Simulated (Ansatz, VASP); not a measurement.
**Two plane-wave programs on Si2GeN**

```
Si Ge N
1.0
     4.16706    0.00000    0.00000
     0.00000    2.66703    0.00000
     0.00000    0.00000    5.73250
Si Ge N
2 1 1
Direct
  0.00000 0.50000 0.23461
  0.00000 0.50000 0.76539
  0.50000 0.50000 0.50000
  0.00000 0.00000 0.00000
```

Change from the starting cell: species swapped into the CuAgO2 type (Pmmm, No. 47).

Alike in both runs: functional PBE; k mesh 6 × 6 × 4; occupations gaussian, width 0.1 eV; no spin polarisation.

Ansatz relaxed the structure, and its values are those at the end. VASP's run is a single point on that final structure, the one shown.

|  | VASP | Ansatz |
| --- | --- | --- |
| version | VASP 6.6.1 | Ansatz 0.2.0 |
| potentials or method | VASP PAW PBE potentials, release 64 (Si, Ge_d, N), cutoff 520 eV | scalar-relativistic, plane waves, PAW |
| valence electrons in the cell | 27 | 27 |

Ansatz gave:

- gap on the k mesh at the Fermi level (eV): none
- pressure (GPa): 0.0
- rms of the force components (eV/Å): 0.003

What did VASP give for the same quantities?

gap on the k mesh at the Fermi level (eV): none; pressure (GPa): -0.1; rms of the force components (eV/Å): 0.011.

A gap of «none» marks a metal or a gap that the smearing closes.

The k mesh is coarse, so the values compare programs but aren't converged.
